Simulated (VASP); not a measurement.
# BaTiO3 (R3m) in VASP: a series of runs

The runs below take BaTiO3 through single point, with PBEsol.

Everything below comes from runs of VASP 6.6.1. Logs are shortened: lines on timing, memory, paths and dates and some standing lists are left out, and cuts for length are marked.

## (1) The cell of the first run

The structure is trigonal, space group R3m (No. 160). The conventional cell has a = 5.655 Å, b = 5.655 Å, c = 6.955 Å, α = 90.00°, β = 90.00°, γ = 120.00°. Within 3.7 Å of Ba (site symmetry 3m) lie 12 O at 2.79 to 2.89 Å and 8 Ti at 3.37 to 3.59 Å. Ti (site symmetry 3m) has 6 O at 1.87 to 2.14 Å within 2.5 Å. O (site symmetry m) has 2 Ti at 1.87 to 2.14 Å within 2.5 Å.

## (2) Single point, PBEsol

INCAR

```
PREC = Accurate
ENCUT = 600
EDIFF = 1E-6
ISMEAR = 0
SIGMA = 0.01
LREAL = False
LASPH = True
NELM = 120
ALGO = Normal
ISIF = 2
LWAVE = False
LCHARG = False
GGA = PS
NBANDS = 28
GGA_COMPAT = False
```

KPOINTS

```
Automatic mesh
0
Gamma
  4 4 4
```

POSCAR

```
BaTiO3
1.0
    2.8273666084      1.6323808724      2.3183934932
   -2.8273666084      1.6323808724      2.3183934932
    0.0000000000     -3.2647617449      2.3183934932
Ba Ti O
1 1 3
Direct
    0.0000000000      0.0000000000      0.0000000000
    0.4845000000      0.4845000000      0.4845000000
    0.5086000000      0.0175000000      0.5086000000
    0.0175000000      0.5086000000      0.5086000000
    0.5086000000      0.5086000000      0.0175000000
```

Potentials or basis: VASP PAW PBE potentials, release 64 (Ba_sv, Ti_sv, O).

Run with:

```console
$ cat potpaw_PBE.64/Ba_sv/POTCAR potpaw_PBE.64/Ti_sv/POTCAR potpaw_PBE.64/O/POTCAR > POTCAR
$ mpirun -np 1 vasp_std > vasp.out
```

OUTCAR:

```text
PREC = Accurate
   ENCUT = 600
   EDIFF = 1E-6
   ISMEAR = 0
   LREAL = False
   LASPH = True
   NELM = 120
   ISIF = 2
   GGA = PS

 ion  position               nearest neighbor table
   1  0.000  0.000  0.000-   5 2.79   4 2.79   3 2.79   4 2.83   3 2.83   4 2.83   3 2.83   5 2.83
                             5 2.83   5 2.89   4 2.89   3 2.89   2 3.37   2 3.43   2 3.43   2 3.43
   2  0.484  0.484  0.484-   3 1.87   4 1.87   5 1.87   3 2.14   4 2.14   5 2.14   1 3.37   1 3.43
                             1 3.43   1 3.43   1 3.50   1 3.50   1 3.50   1 3.59
   3  0.509  0.017  0.509-   2 1.87   2 2.14   1 2.79   1 2.83   1 2.83   1 2.89
   4  0.017  0.509  0.509-   2 1.87   2 2.14   1 2.79   1 2.83   1 2.83   1 2.89
   5  0.509  0.509  0.017-   2 1.87   2 2.14   1 2.79   1 2.83   1 2.83   1 2.89

  LATTYP: Found a trigonal (rhomboedric) cell.
 ALAT       =     4.0042000000
 COS(alpha) =     0.0028448828

  Lattice vectors:

 A1 = (   2.8273666084,   1.6323808724,   2.3183934932)
 A2 = (  -2.8273666084,   1.6323808724,   2.3183934932)
 A3 = (   0.0000000000,  -3.2647617449,   2.3183934932)

Analysis of symmetry for initial positions (statically):
=====================================================================
 Subroutine PRICEL returns:
 Original cell was already a primitive cell.

 Routine SETGRP: Setting up the symmetry group for a
 trigonal (rhombohedral) supercell.

 Subroutine GETGRP returns: Found  6 space group operations
 (whereof  6 operations were pure point group operations)
 out of a pool of 12 trial point group operations.

The static configuration has the point symmetry C_3v.

Analysis of symmetry for dynamics (positions and initial velocities):
=====================================================================
 Subroutine PRICEL returns:
 Original cell was already a primitive cell.

 Routine SETGRP: Setting up the symmetry group for a
 trigonal (rhombohedral) supercell.

 Subroutine GETGRP returns: Found  6 space group operations
 (whereof  6 operations were pure point group operations)
 out of a pool of 12 trial point group operations.

The dynamic configuration has the point symmetry C_3v.

 Subroutine INISYM returns: Found  6 space group operations
 (whereof  6 operations are pure point group operations),
 and found     1 'primitive' translations

----------------------------------------------------------------------------------------

                                     Primitive cell

[... 85 lines left out ...]
   LREAL  =      F    real-space projection
   EDIFFG = 0.1E-04   stopping-criterion for IOM
   NSW    =      0    number of steps for IOM
   IBRION =     -1    ionic relax: 0-MD 1-quasi-New 2-CG
   NFREE  =      0    steps in history (QN), initial steepest desc. (CG)
   ISIF   =      2    stress and relaxation
   ISYM   =      2    0-nonsym 1-usesym 2-fastsym
   POTIM  = 0.5000    time-step for ionic-motion
   TEBEG  =    0.0;   TEEND  =   0.0 temperature during run
   PSTRESS=    0.0 pullay stress
   NELECT =      40.0000    total number of electrons
   NUPDOWN=      -1.0000    fix difference up-down
   EMIN   =  10.00;   EMAX   =-10.00  energy-range for DOS
   EFERMI =   0.00;   METHOD = LEGACY
   ISMEAR =     0;   SIGMA  =   0.01  broadening in eV -4-tet -1-fermi 0-gaus
   EFERMI_NEDOS =   21; number of points for ismear=-14 and -15
   IALGO  =     38    algorithm
   IMIX   =      4    mixing-type and parameters
     AMIX     =   0.40;   BMIX     =  1.00
     AMIX_MAG =   1.60;   BMIX_MAG =  1.00
  volume/ion in A,a.u.               =      12.84        86.65
  Fermi-wavevector in a.u.,A,eV,Ry     =   1.398237  2.642285 26.600301  1.955067
  Thomas-Fermi vector in A             =   2.521415
   LORBIT       =      0    0 simple, 1 ext, 2 COOP (PROOUT), +10 PAW based schemes
   GGA     = PS    functional components
   LHFCALC =     F    Hartree Fock is set to
   AEXX    =    0.0000 exact exchange contribution
   IVDW    =     0    specifies the selected vdW correction
   LEPSILON=     F    determine dielectric tensor
   LRPA    =     F    only Hartree local field effects (RPA)
 non-spin polarized calculation
 Gauss-broadening in eV      SIGMA  =   0.01
  energy-cutoff  :      600.00
  volume of cell :       64.20
 maximum number of plane-waves:      2176
   NGX = 15   NGY = 15   NGZ = 15

 number of electron      39.9999996 magnetization

 Free energy of the ion-electron system (eV)
  ---------------------------------------------------
  ext. energy  EPLUGINS =         0.00000000
  ---------------------------------------------------
  free energy    TOTEN  =       -42.00936795 eV

  energy without entropy =      -42.00936795  energy(sigma->0) =      -42.00936795

 E-fermi :   3.7591     XC(G=0): -11.4931

 val. band max:        3.6235719225   @ k =   0.5000   0.5000   0.5000
 cond. band min:       5.9601664253   @ k =   0.0000   0.0000   0.0000
 fundamental gap:      2.3365945029
 Fermi energy:         3.7591029702

 k-point     1 :       0.0000    0.0000    0.0000
  band No.  band energies     occupation
      1     -52.4032      2.00000
      2     -28.7749      2.00000
      3     -28.7749      2.00000
      4     -28.7691      2.00000
      5     -21.1282      2.00000
      6     -13.1251      2.00000
[... 392 lines left out ...]
     27      11.7538      0.00000
     28      11.7538      0.00000

------------------------ aborting loop because EDIFF is reached ----------------------------------------

  FORCE on cell =-STRESS in cart. coord.  units (eV):
  Direction    XX          YY          ZZ          XY          YZ          ZX
  --------------------------------------------------------------------------------------
  -------------------------------------------------------------------------------------
  Total        0.2133842      0.2133842      0.1327657      0.0000000     -0.0000000      0.0000000
  in kB        5.3251384      5.3251384      3.3132511      0.0000000     -0.0000000      0.0000000
  external PRESSURE =       4.6545093 kB  Pullay stress =       0.0000000 kB

 VOLUME and BASIS-vectors are now :
 -----------------------------------------------------------------------------
  energy-cutoff  :      600.00
  volume of cell :       64.20
      direct lattice vectors                 reciprocal lattice vectors
     2.827366608  1.632380872  2.318393493     0.176843002  0.102100355  0.143777721
    -2.827366608  1.632380872  2.318393493    -0.176843002  0.102100355  0.143777721
     0.000000000 -3.264761745  2.318393493     0.000000000 -0.204200710  0.143777721

 POSITION                                       TOTAL-FORCE (eV/Angst)
 -----------------------------------------------------------------------------------
      0.00000      0.00000      0.00000         0.000000      0.000000     -0.129666
      0.00000     -0.00000      3.36978         0.000000     -0.000000      0.069681
      1.38852     -0.80166      2.39884         0.081865     -0.047265      0.019995
     -1.38852     -0.80166      2.39884        -0.081865     -0.047265      0.019995
      0.00000      1.60332      2.39884         0.000000      0.094529      0.019995
 -----------------------------------------------------------------------------------
    total drift:                               -0.000000     -0.000001      0.000236

  FREE ENERGIE OF THE ION-ELECTRON SYSTEM (eV)
  ---------------------------------------------------
  free  energy   TOTEN  =       -42.0093679543 eV

  energy  without entropy=      -42.0093679543  energy(sigma->0) =      -42.00936795
```

Run time: 16 s. Hardware: 1 thread of Intel Xeon 6975P-C (Granite Rapids), shared host; peak memory 0.18 GiB.

Results:

* Free energy: -42.0094 eV
* Pressure: 0.5 GPa
* Largest force: 0.130 eV/Å
* Band gap on the k mesh: 2.34 eV, indirect (least direct gap 2.74 eV)

Forces in eV/Å, atoms in the order of the input:
```
Ba   0.000  0.000 -0.130
Ti   0.000  0.000  0.070
O    0.082 -0.047  0.020
O   -0.082 -0.047  0.020
O    0.000  0.095  0.020
```

Stress tensor (GPa, compression positive):
```
0.53 0.00 0.00
0.00 0.53 0.00
0.00 0.00 0.33
```

Caveat: the PAW data sets were made with another functional, which shifts forces and pressure a little; spin-orbit coupling is left out, which moves the levels of the heavy elements. A k mesh can miss the band edges.

## (3) Single point, PBEsol

INCAR

```
SYSTEM = BaTiO3
PREC = Accurate ; ENCUT = 600
EDIFF = 1E-6 ; ISMEAR = -1
SIGMA = 0.02 ; LREAL = .FALSE.
LASPH = .TRUE. ; NELM = 120
ALGO = Normal ; ISIF = 2
LWAVE = .FALSE. ; LCHARG = .FALSE.
GGA = PS ; NBANDS = 28
GGA_COMPAT = .FALSE.
```

KPOINTS

```
Automatic mesh
0
G
  6 6 6
  0 0 0
```

POSCAR is that of step 2.

Potentials or basis: VASP PAW PBE potentials, release 64 (Ba_sv, Ti_sv, O).

Run with:

```console
$ cat potpaw_PBE.64/Ba_sv/POTCAR potpaw_PBE.64/Ti_sv/POTCAR potpaw_PBE.64/O/POTCAR > POTCAR
$ mpirun -np 1 vasp_std > vasp.out
```

Wall time 37 s (1 thread of Intel Xeon 6975P-C (Granite Rapids), shared host); peak memory 0.22 GiB.

Results (log left out):

```
Free energy            : -42.0125 eV
Pressure               : 0.4 GPa
Largest force          : 0.137 eV/Å
Band gap on the k mesh : 2.34 eV, indirect (least direct gap 2.74 eV)
```

Forces in eV/Å, atoms in the order of the input:
```
Ba   0.000  0.000 -0.126
Ti   0.000  0.000  0.137
O    0.080 -0.046 -0.004
O   -0.080 -0.046 -0.004
O    0.000  0.093 -0.004
```

Stress tensor (GPa, compression positive):
```
0.51 0.00 0.00
0.00 0.51 0.00
0.00 0.00 0.33
```

Levels at points of the mesh, in eV from the valence-band top:
| k point | band 17 | band 18 | band 19 | band 20 | band 21 | band 22 | band 23 | band 24 |
| --- | --- | --- | --- | --- | --- | --- | --- | --- |
| (0.00, 0.00, 0.00) | -1.08 | -0.54 | -0.40 | -0.40 | 2.34 | 2.34 | 2.48 | 4.52 |
| (0.50, 0.00, 0.00) | -1.71 | -1.66 | -0.97 | -0.84 | 2.52 | 3.79 | 3.88 | 4.48 |
| (0.50, 0.50, 0.00) | -1.64 | -0.90 | -0.85 | -0.10 | 3.86 | 3.86 | 4.19 | 5.07 |
| (0.50, 0.50, 0.50) | -2.36 | -0.02 | -0.02 | 0.00 | 4.34 | 4.49 | 4.49 | 6.53 |

Caveat: the PAW data sets were made with another functional, which shifts forces and pressure a little; spin-orbit coupling is left out, which moves the levels of the heavy elements. A k mesh can miss the band edges.
